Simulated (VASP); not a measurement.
# Mg (I4/mmm) in VASP: notebook

The runs below take Mg through single point, relaxation of cell and atoms, with PBEsol.

Everything below comes from runs of VASP 6.6.1. Logs are shortened: lines on timing, memory, paths and dates and some standing lists are left out, and cuts for length are marked.

## Step 1: The cell of the first run

Symmetry: I4/mmm, No. 139, tetragonal system. The conventional cell has a = 3.421 Å, b = 3.421 Å, c = 3.189 Å, α = 90.00°, β = 90.00°, γ = 90.00°. Mg (site symmetry 4/mmm) has 14 Mg at 2.90 to 3.42 Å within 3.8 Å.

## Step 2: Single point, PBEsol

INCAR reads:

```
ALGO = Normal ; EDIFF = 1E-7
ENCUT = 520 ; GGA = PS
ISIF = 2 ; ISMEAR = -1
LASPH = True ; LCHARG = False
LREAL = False ; LWAVE = False
NBANDS = 7 ; NELM = 80
PREC = Accurate ; SIGMA = 0.1
```

KPOINTS reads:

```
k-points
0
Gamma
  13 13 13
```

POSCAR reads:

```
Mg
1.0
    2.8969339452      0.0250426648     -0.0000000902
   -1.1651632054      2.6524042155     -0.0000000902
   -0.8658852956     -1.3387233253      2.4188666625
Mg
1
Direct
    0.0000000000      0.0000000000      0.0000000000
```

Potentials or basis: VASP PAW PBE potentials, release 64 (Mg).

Launch:

```
$ cat potpaw_PBE.64/Mg/POTCAR > POTCAR
$ mpirun -np 1 vasp_std > vasp.out
```

OUTCAR:

```text
EDIFF = 1E-7
   ENCUT = 520
   GGA = PS
   ISIF = 2
   ISMEAR = -1
   LASPH = True
   LREAL = False
   NELM = 80
   PREC = Accurate

 ion  position               nearest neighbor table
   1  0.000  0.000  0.000-

  LATTYP: Found a body centered tetragonal cell.
 ALAT       =     3.4207939121
 C/A-ratio  =     0.9321494662

  Lattice vectors:

 A1 = (   2.8969339452,   0.0250426648,  -0.0000000902)
 A2 = (  -1.1651632054,   2.6524042155,  -0.0000000902)
 A3 = (  -0.8658852956,  -1.3387233253,   2.4188666625)

Analysis of symmetry for initial positions (statically):
=====================================================================
 Subroutine PRICEL returns:
 Original cell was already a primitive cell.

 Routine SETGRP: Setting up the symmetry group for a
 body centered tetragonal supercell.

 Subroutine GETGRP returns: Found 16 space group operations
 (whereof 16 operations were pure point group operations)
 out of a pool of 16 trial point group operations.

The static configuration has the point symmetry D_4h.

Analysis of symmetry for dynamics (positions and initial velocities):
=====================================================================
 Subroutine PRICEL returns:
 Original cell was already a primitive cell.

 Routine SETGRP: Setting up the symmetry group for a
 body centered tetragonal supercell.

 Subroutine GETGRP returns: Found 16 space group operations
 (whereof 16 operations were pure point group operations)
 out of a pool of 16 trial point group operations.

The dynamic configuration has the point symmetry D_4h.

 Subroutine INISYM returns: Found 16 space group operations
 (whereof 16 operations are pure point group operations),
 and found     1 'primitive' translations

----------------------------------------------------------------------------------------

                                     Primitive cell

  volume of cell :      18.6568

  direct lattice vectors                    reciprocal lattice vectors
     2.896933945  0.025042665 -0.000000090     0.343886668  0.151064498  0.206708366
    -1.165163205  2.652404215 -0.000000090    -0.003246798  0.375590177  0.206708366
    -0.865885296 -1.338723325  2.418866663     0.000000013  0.000000020  0.413416768

  length of vectors
     2.897042184  2.897042184  2.897042184     0.428727036  0.428727036  0.413416768

  position of ions in fractional coordinates (direct lattice)
     0.000000000  0.000000000  0.000000000

  ion indices of the primitive-cell ions
   primitive index   ion index
                 1           1

----------------------------------------------------------------------------------------

 KPOINTS: k-points

Automatic generation of k-mesh.
 Grid dimensions read from file:
 generate k-points for:   13   13   13

 Generating k-lattice:

  Cartesian coordinates                     Fractional coordinates (reciprocal lattice)
     0.026452821  0.011620346  0.015900644     0.076923077  0.000000000  0.000000000
    -0.000249754  0.028891552  0.015900644     0.000000000  0.076923077 -0.000000000
     0.000000001  0.000000002  0.031801290    -0.000000000  0.000000000  0.076923077

  Length of vectors
     0.032979003  0.032979003  0.031801290

  Shift w.r.t. Gamma in fractional coordinates (k-lattice)
     0.000000000  0.000000000  0.000000000

 Subroutine IBZKPT returns following result:
 ===========================================

 Found    196 irreducible k-points:

 Following reciprocal coordinates:
            Coordinates               Weight
  0.000000  0.000000  0.000000      1.000000
  0.076923 -0.000000 -0.000000      8.000000
  0.153846 -0.000000 -0.000000      8.000000
  0.230769 -0.000000  0.000000      8.000000
  0.307692 -0.000000 -0.000000      8.000000
  0.384615  0.000000  0.000000      8.000000
[... 16 lines left out ...]
  0.384615  0.153846  0.000000     16.000000
  0.461538  0.153846 -0.000000     16.000000
 [... further k-points ...]
   k-points           NKPTS =    196   k-points in BZ     NKDIM =    196   number of bands    NBANDS=      7
   number of dos      NEDOS =    301   number of ions     NIONS =      1
   total plane-waves  NPLWV =  13824
   dimension x,y,z NGX =    24 NGY =   24 NGZ =   24
   dimension x,y,z NGXF=    48 NGYF=   48 NGZF=   48
   ions per type =               1
   NGX,Y,Z   is equivalent  to a cutoff of  13.77, 13.77, 13.77 a.u.
   NGXF,Y,Z  is equivalent  to a cutoff of  27.54, 27.54, 27.54 a.u.
 SYSTEM =  unknown system
   PREC   = accura    normal or accurate (medium, high low for compatibility)
   ISTART =      0    job   : 0-new  1-cont  2-samecut
   ICHARG =      2    charge: 1-file 2-atom 10-const
   ISPIN  =      1    spin polarized calculation?
   LNONCOLLINEAR =      F non collinear calculations
   LSORBIT =      F    spin-orbit coupling
   LASPH  =      T    aspherical Exc in radial PAW
   ENCUT  =  520.0 eV  38.22 Ry    6.18 a.u.   5.39  5.39  5.39*2*pi/ulx,y,z
   NELM   =     80;   NELMIN=  2; NELMDL= -5     # of ELM steps
   EDIFF  = 0.1E-06   stopping-criterion for ELM
   LREAL  =      F    real-space projection
   EDIFFG = 0.1E-05   stopping-criterion for IOM
   NSW    =      0    number of steps for IOM
   IBRION =     -1    ionic relax: 0-MD 1-quasi-New 2-CG
   NFREE  =      0    steps in history (QN), initial steepest desc. (CG)
   ISIF   =      2    stress and relaxation
   ISYM   =      2    0-nonsym 1-usesym 2-fastsym
   POTIM  = 0.5000    time-step for ionic-motion
   TEBEG  =    0.0;   TEEND  =   0.0 temperature during run
   PSTRESS=    0.0 pullay stress
   NELECT =       2.0000    total number of electrons
   NUPDOWN=      -1.0000    fix difference up-down
   EMIN   =  10.00;   EMAX   =-10.00  energy-range for DOS
   EFERMI =   0.00;   METHOD = LEGACY
   ISMEAR =    -1;   SIGMA  =   0.10  broadening in eV -4-tet -1-fermi 0-gaus
   EFERMI_NEDOS =   21; number of points for ismear=-14 and -15
   IALGO  =     38    algorithm
   IMIX   =      4    mixing-type and parameters
     AMIX     =   0.40;   BMIX     =  1.00
     AMIX_MAG =   1.60;   BMIX_MAG =  1.00
  volume/ion in A,a.u.               =      18.66       125.90
  Fermi-wavevector in a.u.,A,eV,Ry     =   0.777689  1.469619  8.228810  0.604800
  Thomas-Fermi vector in A             =   1.880429
   LORBIT       =      0    0 simple, 1 ext, 2 COOP (PROOUT), +10 PAW based schemes
   GGA     = PS    functional components
   LHFCALC =     F    Hartree Fock is set to
   AEXX    =    0.0000 exact exchange contribution
   IVDW    =     0    specifies the selected vdW correction
   LEPSILON=     F    determine dielectric tensor
   LRPA    =     F    only Hartree local field effects (RPA)
 non-spin polarized calculation
  energy-cutoff  :      520.00
  volume of cell :       18.66
 maximum number of plane-waves:       526
 NGX is ok and might be reduce to    24
   NGX = 11   NGY = 11   NGZ = 11

 number of electron       2.0000000 magnetization

 Free energy of the ion-electron system (eV)
  ---------------------------------------------------
  ext. energy  EPLUGINS =         0.00000000
  ---------------------------------------------------
  free energy    TOTEN  =        -1.59926292 eV

  energy without entropy =       -1.58714786  energy(sigma->0) =       -1.59320539

 E-fermi :   3.8061     XC(G=0):  -9.2135

 val. band max:        3.8000248533   @ k =  -0.3077  -0.4615   0.2308
 cond. band min:       3.8474081371   @ k =   0.3077   0.2308   0.1538
 fundamental gap:      0.0473832838
 Fermi energy:         3.8060645411

 k-point     1 :       0.0000    0.0000    0.0000
  band No.  band energies     occupation
      1      -4.1036      2.00000
      2      17.2045      0.00000
      3      18.8565      0.00000
      4      18.8565      0.00000
      5      19.6227      0.00000
      6      20.6898      0.00000
      7      20.6898      0.00000

 k-point     2 :       0.0769   -0.0000   -0.0000
  band No.  band energies     occupation
      1      -3.9393      2.00000
      2      16.6054      0.00000
      3      17.1209      0.00000
      4      18.1167      0.00000
      5      18.7087      0.00000
      6      20.2615      0.00000
      7      21.4456      0.00000

 k-point     3 :       0.1538   -0.0000   -0.0000
  band No.  band energies     occupation
      1      -3.4486      2.00000
      2      14.1142      0.00000
      3      15.5170      0.00000
      4      16.9459      0.00000
      5      17.5540      0.00000
      6      19.4480      0.00000
      7      22.0157      0.00000

 k-point     4 :       0.2308   -0.0000    0.0000
  band No.  band energies     occupation
      1      -2.6378      2.00000
      2      11.1660      0.00000
      3      14.4797      0.00000
      4      15.9432      0.00000
      5      16.5378      0.00000
      6      18.6514      0.00000
      7      22.6219      0.00000

 k-point     5 :       0.3077   -0.0000   -0.0000
  band No.  band energies     occupation
      1      -1.5175      2.00000
      2       8.4271      0.00000
      3      13.6438      0.00000
      4      15.1952      0.00000
      5      15.7660      0.00000
      6      17.9121      0.00000
      7      23.3865      0.00000
[... 161 lines left out ...]
 k-point    22 :       0.3077    0.1538   -0.0000
  band No.  band energies     occupation
      1       0.4445      2.00000
      2       6.1522      0.00000
      3       9.8163      0.00000
      4      13.7288      0.00000
      5      17.2177      0.00000
      6      20.1352      0.00000
      7      22.1068      0.00000

 k-point    23 :       0.3846    0.1538    0.0000
  band No.  band energies     occupation
      1       2.0772      2.00000
      2       4.0369      0.18087
      3       9.4155      0.00000
      4      13.5916      0.00000
      5      16.8726      0.00000
      6      20.4674      0.00000
      7      22.7940      0.00000

 k-point    24 :       0.4615    0.1538   -0.0000
  band No.  band energies     occupation
      1       1.8513      2.00000
      2       4.2932      0.01521
      3       9.3274      0.00000
      4      13.7290      0.00000
      5      16.7820      0.00000
      6      20.7647      0.00000
      7      23.6076      0.00000

 [... further k-points ...]

------------------------ aborting loop because EDIFF is reached ----------------------------------------

  FORCE on cell =-STRESS in cart. coord.  units (eV):
  Direction    XX          YY          ZZ          XY          YZ          ZX
  --------------------------------------------------------------------------------------
  -------------------------------------------------------------------------------------
  Total        1.1718757      1.1763198      1.1686793      0.0049419     -0.0000000     -0.0000000
  in kB      100.6365734    101.0182175    100.3620778      0.4243907     -0.0000000     -0.0000000
  external PRESSURE =     100.6722895 kB  Pullay stress =       0.0000000 kB

 VOLUME and BASIS-vectors are now :
 -----------------------------------------------------------------------------
  energy-cutoff  :      520.00
  volume of cell :       18.66
      direct lattice vectors                 reciprocal lattice vectors
     2.896933945  0.025042665 -0.000000090     0.343886668  0.151064498  0.206708366
    -1.165163205  2.652404215 -0.000000090    -0.003246798  0.375590177  0.206708366
    -0.865885296 -1.338723325  2.418866663     0.000000013  0.000000020  0.413416768

 POSITION                                       TOTAL-FORCE (eV/Angst)
 -----------------------------------------------------------------------------------
      0.00000      0.00000      0.00000         0.000000      0.000000      0.000000
 -----------------------------------------------------------------------------------
    total drift:                               -0.000000      0.000000      0.000000

  FREE ENERGIE OF THE ION-ELECTRON SYSTEM (eV)
  ---------------------------------------------------
  free  energy   TOTEN  =        -1.5992629193 eV

  energy  without entropy=       -1.5871478579  energy(sigma->0) =       -1.59320539
```

Wall time 12 s (1 thread of AMD EPYC 9R45 (Zen 5), shared host); peak memory 0.12 GiB.

Results:

- Free energy: -1.5993 eV
- Pressure: 10.1 GPa
- Band gap on the k mesh: zero (bands 1 and 2 overlap by 4.53 eV)

Caveat: the cell stands under pressure; the PAW data sets were made with another functional, which shifts forces and pressure a little.

## Step 3: Single point, PBEsol

This run uses another cell than the first one, of 22.54 Å³/atom.

INCAR reads:

```
SYSTEM = Mg
PREC = Accurate
ENCUT = 520
EDIFF = 1E-6
ISMEAR = -1
SIGMA = 0.1
LREAL = .FALSE.
LASPH = .TRUE.
NELM = 60
ALGO = Normal
ISIF = 2
LWAVE = .FALSE.
LCHARG = .FALSE.
GGA = PS
NBANDS = 7
```

KPOINTS reads:

```
regular mesh
0
G
  13 13 13
  0 0 0
```

POSCAR reads:

```
Mg
1.0
    3.0867136987      0.0106300740     -0.0000000953
   -1.2561348917      2.8195814565     -0.0000000953
   -0.9152893241     -1.4151056425      2.5860463898
Mg
1
Direct
    0.0000000000      0.0000000000      0.0000000000
```

Potentials or basis: VASP PAW PBE potentials, release 64 (Mg).

Launch:

```
$ cat potpaw_PBE.64/Mg/POTCAR > POTCAR
$ mpirun -np 1 vasp_std > vasp.out
```

Run time: 11 s. Hardware: 1 thread of AMD EPYC 9R45 (Zen 5), shared host; peak memory 0.13 GiB.

Results (log left out):

```yaml
Free_energy: -1.7032 eV
Pressure: 0.0 GPa
Band_gap_on_the_k_mesh: zero (bands 1 and 2 overlap by 4.51 eV)
```

Levels at points of the mesh, in eV from the Fermi level:
```tsv
k point	band 1	band 2	band 3	band 4
(0.00, 0.00, 0.00)	-7.04	12.04	13.74	13.74
```

Caveat: the PAW data sets were made with another functional, which shifts forces and pressure a little.

## Step 4: Relaxation of cell and atoms, PBEsol

This run uses another cell than the first one, of 22.64 Å³/atom.

INCAR reads:

```
  ALGO = Normal
  EDIFF = 1E-6
  EDIFFG = -0.01
  ENCUT = 600
  GGA = PS
  IBRION = 2
  ISIF = 3
  ISMEAR = -1
  LASPH = T
  LCHARG = F
  LREAL = F
  LWAVE = F
  NELM = 60
  NSW = 80
  PREC = Accurate
  SIGMA = 0.1
```

KPOINTS reads:

```
k-points
0
Gamma
  13 13 13
```

POSCAR reads:

```
Mg
1.0
    3.0922690797     -0.0000000516     -0.0000000950
   -1.2681082513      2.8202889080     -0.0000000950
   -0.9120803345     -1.4101443049      2.5964842700
Mg
1
Direct
    0.0000000000      0.0000000000      0.0000000000
```

Launch:

```
$ cat potpaw_PBE.64/Mg/POTCAR > POTCAR
$ mpirun -np 1 vasp_std > vasp.out
```

Wall time 29 s (1 thread of AMD EPYC 9R45 (Zen 5), shared host); peak memory 0.15 GiB.

Results (log left out):

* Free energy: -1.7034 eV
* Relaxed volume: 22.51 Å³/atom
* Relaxed cell: a = 3.085 Å, b = 3.085 Å, c = 3.085 Å, α = 107.38°, β = 107.38°, γ = 113.74°
* Space group after relaxing (to 0.1 Å): I4/mmm (No. 139)
* Energy gained by relaxing: 0.2 meV/atom
* Ionic steps: 5
* Pressure after relaxing: 0.0 GPa
* Band gap on the k mesh: zero (bands 1 and 2 overlap by 4.50 eV)

Step by step:
| step | energy change (eV) | largest force (eV/Å) | pressure (GPa) | volume (Å³) |
| --- | --- | --- | --- | --- |
| 1 | 0.0000 | 0.0000 | -0.18 | 22.64 |
| 2 | -0.0001 | 0.0000 | -0.05 | 22.56 |
| 3 | -0.0001 | 0.0000 | 0.05 | 22.50 |
| 4 | -0.0001 | 0.0000 | 0.04 | 22.50 |
| 5 | -0.0002 | 0.0000 | 0.01 | 22.51 |

Final structure:
```
Mg
1.0
     3.08526    0.01254    0.00000
    -1.25379    2.81904    0.00000
    -0.91573   -1.41579    2.58378
Mg
1
Cartesian
  0.0000 0.0000 0.0000
```

Levels at points of the mesh, in eV from the Fermi level:
| k point | band 1 | band 2 | band 3 | band 4 | band 5 |
| --- | --- | --- | --- | --- | --- |
| (0.00, 0.00, 0.00) | -7.05 | 12.07 | 13.74 | 13.74 | 14.26 |

Caveat: the PAW data sets were made with another functional, which shifts forces and pressure a little.

## Step 5: The runs side by side

```csv
task,cell,cutoff (eV),gap on the mesh (eV),pressure (GPa)
single point,"a = 2.897 Å, angles 107.6, 107.6, 113.2°, 1 atom",520,none,10.1
single point,"a = 3.087 Å, angles 107.3, 107.3, 113.8°, 1 atom",520,none,0.0
relaxation of cell and atoms,"relaxed from a = 3.092 Å, angles 107.2, 107.2, 114.2°, 1 atom",600,none,0.0
```

Alike in all rows: level PBEsol; potentials or basis VASP PAW PBE potentials, release 64 (Mg); no spin polarisation; k mesh 13 × 13 × 13; smearing fermi-dirac 0.1 eV.

Caveats: the PAW data sets were made with another functional, which shifts forces and pressure a little; the cell stands under pressure (at least some runs).

Total energies depend on the potentials used, so only differences within one code and one set of settings carry meaning.

The gap in the log of VASP goes by the Fermi energy; the results here count the filled bands.